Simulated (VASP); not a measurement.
A run of VASP 6.6.1:

The input INCAR:

```
SYSTEM = Be2ZnTe5
PREC     = Accurate       ! precision mode
ENCUT    = 520            ! plane-wave cutoff, eV
EDIFF    = 1E-6           ! SCF threshold, eV
ISMEAR   = 0              ! smearing method
SIGMA    = 0.1            ! smearing width, eV
LREAL    = .FALSE.        ! projectors in reciprocal space
LASPH    = .TRUE.         ! aspherical terms in the spheres
NELM     = 80             ! most SCF steps
ALGO     = Normal         ! electronic algorithm
ISIF     = 2              ! what is computed and relaxed
LWAVE    = .FALSE.        ! write WAVECAR
LCHARG   = .FALSE.        ! write CHGCAR
GGA      = PE             ! functional
NBANDS   = 33             ! bands
```

Contents of KPOINTS:

```
Automatic mesh
0
G
  4 4 4
  0 0 0
```

Contents of POSCAR:

```
Be2ZnTe5
1.0
   -3.9202853845      3.9203844140      3.3400547294
    3.9199504903     -3.9213089566      3.3413310260
    3.9213036491      3.9223704485     -3.3413719245
Be Zn Te
2 1 5
Direct
    0.7613460994      0.2615232046      0.5003176324
    0.2612292789      0.7613937746      0.5003418895
    0.4265581841      0.4267011324     -0.0010111509
    0.3612696665      0.8334739215      0.1748680903
    0.6591450985      0.1868046597      0.8257990959
    0.8332030994      0.6590519642      0.4722419524
    0.1865633064      0.3611432448      0.5277098700
    0.0106852668      0.0099080983      0.9997326205
```

Potentials or basis: VASP PAW PBE potentials, release 64 (Be, Zn, Te).

Command:

```sh
$ cat potpaw_PBE.64/Be/POTCAR potpaw_PBE.64/Zn/POTCAR potpaw_PBE.64/Te/POTCAR > POTCAR
$ mpirun -np 1 vasp_std > vasp.out
```

Hardware: 1 thread of Intel Xeon 8259CL (shared host).

Task: Estimate the wall time of this run.

Result: Run time: 7.4 min on 1 thread of Intel Xeon 8259CL, on a shared host, peak memory 0.47 GiB. Counts: scf iterations 13, k points 36.
